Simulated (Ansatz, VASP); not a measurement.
# Two plane-wave programs on HfO2

INCAR

```
SYSTEM = HfO2
PREC = Accurate ; ENCUT = 520
EDIFF = 1E-6 ; ISMEAR = 0
SIGMA = 0.01 ; LREAL = .FALSE.
LASPH = .TRUE. ; NELM = 60
ALGO = Normal ; ISIF = 2
LWAVE = .FALSE. ; LCHARG = .TRUE.
GGA = PS ; LELF = .TRUE.
LVHAR = .TRUE. ; NBANDS = 56
```

The input KPOINTS:

```
regular mesh
0
G
  6 6 6
  0 0 0
```

Contents of POSCAR:

```
HfO2
1.0
    5.2194633600      0.0000000000      0.0000000000
    0.0000000000      5.0047636900      0.0000000000
    0.0000000000      0.0000000000      5.0326850500
Hf O
4 8
Direct
    0.0181569000      0.2598261694      0.2255470816
    0.4818431008      0.2598261694      0.7255470816
    0.5181569000      0.7401738291      0.2255470816
    0.9818431008      0.7401738291      0.7255470816
    0.3383214315      0.0651216626      0.3873263752
    0.1616785692      0.0651216626      0.8873263752
    0.7646705378      0.4522758424      0.5001265432
    0.7353294630      0.4522758424      1.0001265432
    0.2353294630      0.5477241606      1.0001265432
    0.2646705333      0.5477241606      0.5001265432
    0.8383214315      0.9348783359      0.3873263752
    0.6616785692      0.9348783359      0.8873263752
```

Input for Ansatz:

```yaml
crystal:
  lattice:
    - [5.21946336, 0.0, 0.0]
    - [0.0, 5.00476369, 0.0]
    - [0.0, 0.0, 5.03268505]
  atoms:
    - { symbol: Hf, position: [0.0181569, 0.2598261694, 0.2255470816] }
    - { symbol: Hf, position: [0.4818431008, 0.2598261694, 0.7255470816] }
    - { symbol: Hf, position: [0.5181569, 0.7401738291, 0.2255470816] }
    - { symbol: Hf, position: [0.9818431008, 0.7401738291, 0.7255470816] }
    - { symbol: O, position: [0.3383214315, 0.0651216626, 0.3873263752] }
    - { symbol: O, position: [0.1616785692, 0.0651216626, 0.8873263752] }
    - { symbol: O, position: [0.7646705378, 0.4522758424, 0.5001265432] }
    - { symbol: O, position: [0.735329463, 0.4522758424, 1.0001265432] }
    - { symbol: O, position: [0.235329463, 0.5477241606, 1.0001265432] }
    - { symbol: O, position: [0.2646705333, 0.5477241606, 0.5001265432] }
    - { symbol: O, position: [0.8383214315, 0.9348783359, 0.3873263752] }
    - { symbol: O, position: [0.6616785692, 0.9348783359, 0.8873263752] }
basis:
  ecutwfc: 420
  xc_grid: 2
kpoints:
  mp_grid: { grid: [6, 6, 6] }
hamiltonian:
  xc: pbesol
  pseudopotentials: { kind: paw, azcp: { folder: soft_1 } }
scf:
  occupations: { method: fixed }
output:
  forces: true
  stress: true
  eigenvalues: true
  polarization: {}
```

Change from the starting cell: polar distortion scaled by 0.55.

Alike in both runs: task single point; functional PBEsol; k mesh 6 × 6 × 6; no spin polarisation.

|  | VASP | Ansatz |
| --- | --- | --- |
| version | VASP 6.6.1 | Ansatz 0.2.0 |
| potentials or method | VASP PAW PBE potentials, release 64 (Hf_pv, O), cutoff 520 eV | scalar-relativistic, plane waves, PAW |
| occupations | gaussian, width 0.01 eV | fixed |
| valence electrons in the cell | 88 | 152 |

|  | VASP | Ansatz | Ansatz less VASP |
| --- | --- | --- | --- |
| gap on the k mesh at the Fermi level (eV) | 4.04 | 4.09 | +0.052 |
| least direct gap on the mesh (eV) | 4.60 | 4.63 | +0.027 |
| pressure (GPa) | 0.6 | 4.0 | +3.40 |
| traceless stress, the component that is largest in VASP (GPa) | -4.63 | -4.43 | +0.193 |
| rms of the force components (eV/Å) | 0.490 | 0.502 | +0.0122 |

VASP's potentials were made for PBE, not for PBEsol, and Ansatz warns of the same on its side. Atom by atom the forces differ by 0.021 eV/Å (rms over components). VASP's potentials hold 88 valence electrons a cell and Ansatz's 152, so a difference there can come from the potentials and not from the codes.

Neither program's run includes spin-orbit coupling.
